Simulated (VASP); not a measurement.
SiC:

```
CELL_PARAMETERS angstrom
0.00000 2.02866 2.02866
2.02866 0.00000 2.02866
2.02866 2.02866 0.00000
ATOMIC_POSITIONS crystal
Si 0.00000 0.00000 0.00000
C 0.50000 0.50000 0.50000
```

```yaml
Program: VASP 6.6.1
Task: relaxation of cell and atoms
Functional: r2SCAN
Potentials_or_basis: VASP PAW PBE potentials, release 64 (Si, C)
Cutoff: 600 eV
k_mesh: 18 × 18 × 18
Occupations: gaussian, width 0.1 eV
Spin: no spin polarisation
```

At the start: pressure -5.5 GPa; volume 8.35 Å³/atom.

Q: Where does the relaxation end?

A: Over 3 steps the energy falls by 3.3 meV/atom and the volume is 8.16 Å³/atom (-2.2 %); space group Fm-3m (No. 225, to 0.05 Å).

Step by step:
```
step  energy change (eV)  largest force (eV/Å)  pressure (GPa)  volume (Å³)
   1              0.0000                0.0000           -5.48        16.70
   2             -0.0016                0.0000            5.31        16.02
   3             -0.0065                0.0000           -0.02        16.33
```

Final structure:
```
CELL_PARAMETERS angstrom
0.00000 2.01345 2.01345
2.01345 0.00000 2.01345
2.01345 2.01345 0.00000
ATOMIC_POSITIONS crystal
Si 0.00000 0.00000 0.00000
C 0.50000 0.50000 0.50000
```

Caveat: the PAW data sets were made with another functional, which shifts forces and pressure a little.
